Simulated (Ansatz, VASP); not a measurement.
# CsSnI3: VASP beside Ansatz

File INCAR:

```
  ALGO = Normal
  EDIFF = 1E-7
  ENCUT = 520
  GGA = PE
  ISIF = 2
  ISMEAR = -1
  LASPH = True
  LCHARG = False
  LREAL = False
  LWAVE = False
  NBANDS = 30
  NELM = 80
  PREC = Accurate
  SIGMA = 0.02
```

Contents of KPOINTS:

```
k-points
0
Gamma
  4 4 4
```

File POSCAR:

```
CsSnI3
1.0
    6.0542459837      0.0000000000      0.0000000000
    0.0000000000      6.0542459837      0.0000000000
    0.0000000000      0.0000000000      6.0542459837
Cs Sn I
1 1 3
Direct
    0.0000000000      0.0000000000      0.0000000000
    0.5000000000      0.5000000000      0.5000000000
    0.5000000000      0.5000000000      0.0000000000
    0.5000000000      0.0000000000      0.5000000000
    0.0000000000      0.5000000000      0.5000000000
```

Input for Ansatz:

```yaml
crystal:
  lattice:
    - [6.0542459837, 0.0, 0.0]
    - [0.0, 6.0542459837, 0.0]
    - [0.0, 0.0, 6.0542459837]
  atoms:
    - { symbol: Cs, position: [0.0, 0.0, 0.0] }
    - { symbol: Sn, position: [0.5, 0.5, 0.5] }
    - { symbol: I, position: [0.5, 0.5, 0.0] }
    - { symbol: I, position: [0.5, 0.0, 0.5] }
    - { symbol: I, position: [0.0, 0.5, 0.5] }
kpoints:
  mp_grid: { grid: [4, 4, 4] }
  band_path:
    path: [[0.0, 0.0, 0.0], [0.0, 0.5, 0.0], [0.5, 0.5, 0.0], [0.5, 0.5, 0.5]]
    npoints: 1
hamiltonian:
  xc: pbe
scf:
  occupations: { method: fermi_dirac, width: 0.02 }
  n_extra_bands: 5
output:
  forces: true
  stress: true
  eigenvalues: true
```

Change from the starting cell: hydrostatic strain -3.0%.

Alike in both runs: task single point; functional PBE; k mesh 4 × 4 × 4; occupations fermi-dirac, width 0.02 eV; no spin polarisation.

|  | VASP | Ansatz |
| --- | --- | --- |
| version | VASP 6.6.1 | Ansatz 0.2.0 |
| potentials or method | VASP PAW PBE potentials, release 64 (Cs_sv, Sn_d, I) | plane waves, PAW |
| plane-wave cutoff (eV) | 520 | 420 |
| valence electrons in the cell | 44 | 74 |

```tsv
	VASP	Ansatz	Ansatz less VASP
pressure (GPa)	2.4	2.4	0.00
```

VASP's potentials hold 44 valence electrons a cell and Ansatz's 74, so a difference there can come from the potentials and not from the codes.

Spin-orbit coupling is off throughout.
